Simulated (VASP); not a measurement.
Crystal: Al2Cu.

```
Al Cu
1.0
    -2.03034    2.03034    2.85109
     2.03034   -2.03034    2.85109
     2.03034    2.03034   -2.85109
Al Cu
2 1
Cartesian
  0.0000 2.0303 1.4255
  2.0303 0.0000 1.4255
  0.0000 0.0000 2.8511
```

* Program: VASP 6.6.1
* Task: relaxation of cell and atoms
* Functional: LDA
* Potentials or basis: VASP PAW LDA potentials, release 64 (Al, Cu)
* Cutoff: 600 eV
* k mesh: 14 × 14 × 14
* Occupations: gaussian, width 0.1 eV
* Spin: no spin polarisation

At the start: pressure -2.9 GPa; volume 15.67 Å³/atom.

Question: How do energy, volume and symmetry change on relaxing?

Answer: Over 7 steps the energy falls by 4.2 meV/atom and the volume is 15.22 Å³/atom (-2.9 %); space group Fm-3m (No. 225, to 0.1 Å) before and after.

The path:
```tsv
step	energy change (eV)	largest force (eV/Å)	pressure (GPa)	volume (Å³)
1	0.0000	0.0000	-2.91	47.01
2	-0.0095	0.0000	1.52	45.10
3	-0.0123	0.0000	-0.26	45.70
4	-0.0122	0.0000	0.34	45.61
5	-0.0123	0.0000	0.02	45.66
6	-0.0125	0.0000	0.04	45.66
7	-0.0125	0.0000	0.02	45.67
```

Final structure:
```
Al Cu
1.0
    -2.00592    2.00592    2.83727
     2.00592   -2.00592    2.83727
     2.00592    2.00592   -2.83727
Al Cu
2 1
Cartesian
  0.0000 2.0059 1.4186
  2.0059 0.0000 1.4186
  0.0000 0.0000 2.8373
```
